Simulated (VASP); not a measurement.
# SiS2: single point with PBE0

SiS2:

```xyz
6
Lattice="-2.7434 4.8181 2.7617 2.7434 -4.8181 2.7617 2.7434 4.8181 -2.7617" Properties=species:S:1:pos:R:3 pbc="T T T"
Si    0.0000    0.0000    4.1425
Si    0.0000    0.0000    1.3808
S     1.1644    1.1349    0.0000
S     1.5790    3.6832    2.7617
S     1.5790    5.9530    0.0000
S     1.1644   -1.1349    2.7617
```

| Property | Result |
| --- | --- |
| Program | VASP 6.6.1 |
| Task | single point |
| Functional | PBE0 |
| Potentials or basis | VASP PAW PBE potentials, release 64 (Si, S) |
| Cutoff | 400 eV |
| k mesh | 4 × 4 × 4 |
| Occupations | gaussian, width 0.01 eV |
| Spin | no spin polarisation |

The pressure is 0.1 GPa and the largest force is 0.318 eV/Å. The band gap on the k mesh is 4.65 eV (least direct gap 4.98 eV).

Forces on the atoms (eV/Å):
```
Si   0.000  0.000  0.000
Si   0.000  0.000  0.000
S   -0.232 -0.218  0.000
S    0.232  0.218  0.000
S    0.232 -0.218  0.000
S   -0.232  0.218  0.000
```

Stress tensor (GPa, compression positive):
```
 0.15  0.00  0.00
 0.00  0.26  0.00
 0.00  0.00 -0.05
```

Levels at points of the mesh, in eV from the valence-band top:
| k point | band 13 | band 14 | band 15 | band 16 | band 17 | band 18 | band 19 | band 20 |
| --- | --- | --- | --- | --- | --- | --- | --- | --- |
| (0.00, 0.00, 0.00) | -1.61 | -0.79 | -0.72 | -0.63 | 5.24 | 5.87 | 5.94 | 7.48 |
| (0.50, 0.00, 0.00) | -1.37 | -1.37 | -0.75 | -0.75 | 5.33 | 5.33 | 6.99 | 6.99 |
| (0.00, 0.50, 0.00) | -1.05 | -1.05 | -0.66 | -0.66 | 5.21 | 5.21 | 6.58 | 6.58 |
| (0.50, 0.50, 0.00) | -1.92 | -1.42 | -1.08 | -0.04 | 6.00 | 6.55 | 6.85 | 6.86 |
| (0.50, 0.50, 0.50) | -2.27 | -1.95 | -1.46 | -0.33 | 4.65 | 5.66 | 5.98 | 6.90 |

Wall time 18 min on 4 MPI ranks on Intel(R) Xeon(R) Platinum 8375C CPU @ 2.90GHz (Ice Lake) (shared host), peak memory 0.28 GiB a rank.

Caveat: the PAW data sets were made with another functional, which shifts forces and pressure a little. A k mesh can miss the band edges.
